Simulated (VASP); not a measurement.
Set up this calculation in VASP 6.6.1, as the native input.

```
Task                    : density of states
Functional              : PBE
Potentials or basis     : VASP PAW PBE potentials, release 64 (Sn_d, Ir)
Cutoff                  : 520 eV
k mesh                  : 12 × 12 × 8
Occupations             : gaussian, width 0.1 eV
Spin                    : no spin polarisation
Dipole correction       : no
k mesh for the DOS      : 18 × 18 × 12
Occupations for the DOS : tetrahedron
Further INCAR settings  : ALGO = Normal; EDIFF = 1e-07; NBANDS = 51
```

Crystal: SnIr3.

```
Sn Ir
1.0
     5.68293    0.00000    0.00000
    -2.84146    4.92156    0.00000
     0.00000    0.00000    4.54086
Sn Ir
2 6
Direct
  0.66667 0.33333 0.25000
  0.33333 0.66667 0.75000
  0.32489 0.16245 0.75000
  0.83755 0.16245 0.75000
  0.83755 0.67511 0.75000
  0.67511 0.83755 0.25000
  0.16245 0.83755 0.25000
  0.16245 0.32489 0.25000
```

These files were run (other wordings do the same):

POSCAR

```
SnIr3
1.0
    5.6829286585      0.0000000000      0.0000000000
   -2.8414643292      4.9215605861      0.0000000000
    0.0000000000      0.0000000000      4.5408632788
Sn Ir
2 6
Direct
    0.6666666667      0.3333333333      0.2500000000
    0.3333333333      0.6666666667      0.7500000000
    0.3248914221      0.1624457110      0.7500000000
    0.8375542890      0.1624457110      0.7500000000
    0.8375542890      0.6751085779      0.7500000000
    0.6751085779      0.8375542890      0.2500000000
    0.1624457110      0.8375542890      0.2500000000
    0.1624457110      0.3248914221      0.2500000000
```

INCAR.step1

```
PREC = Accurate ; ENCUT = 520
EDIFF = 1E-7 ; ISMEAR = 0
SIGMA = 0.1 ; LREAL = False
LASPH = True ; NELM = 100
ALGO = Normal ; ISIF = 2
LWAVE = False ; LCHARG = True
LMAXMIX = 4 ; GGA = PE
NBANDS = 51
```

KPOINTS.step1

```
Automatic mesh
0
Gamma
  12 12 8
```

INCAR.step2

```
PREC = Accurate ; ENCUT = 520
EDIFF = 1E-7 ; ISMEAR = -5
SIGMA = 0.1 ; LREAL = False
LASPH = True ; NELM = 100
ALGO = Normal ; ISIF = 2
LWAVE = False ; LCHARG = False
LMAXMIX = 4 ; GGA = PE
LORBIT = 11 ; NBANDS = 51
NEDOS = 2001 ; ICHARG = 11
```

KPOINTS.step2

```
Automatic mesh
0
Gamma
  18 18 12
```

Potentials or basis: VASP PAW PBE potentials, release 64 (Sn_d, Ir).

Run with:

```console
$ cat potpaw_PBE.64/Sn_d/POTCAR potpaw_PBE.64/Ir/POTCAR > POTCAR
$ cp INCAR.step1 INCAR
$ cp KPOINTS.step1 KPOINTS
$ mpirun -np 1 vasp_std > vasp.out
$ cp INCAR.step2 INCAR
$ cp KPOINTS.step2 KPOINTS
$ mpirun -np 1 vasp_std > vasp.out
```

It gave:

```
Valence electrons inside the program's atomic spheres : Sn 12.39; Ir 8.27
```

Caveat: spin-orbit coupling is left out, which moves the levels of the heavy elements.

It took 23 min on 1 thread of Intel(R) Xeon(R) 6975P-C (Granite Rapids), with other jobs on the host, peak memory 1.2 GiB.
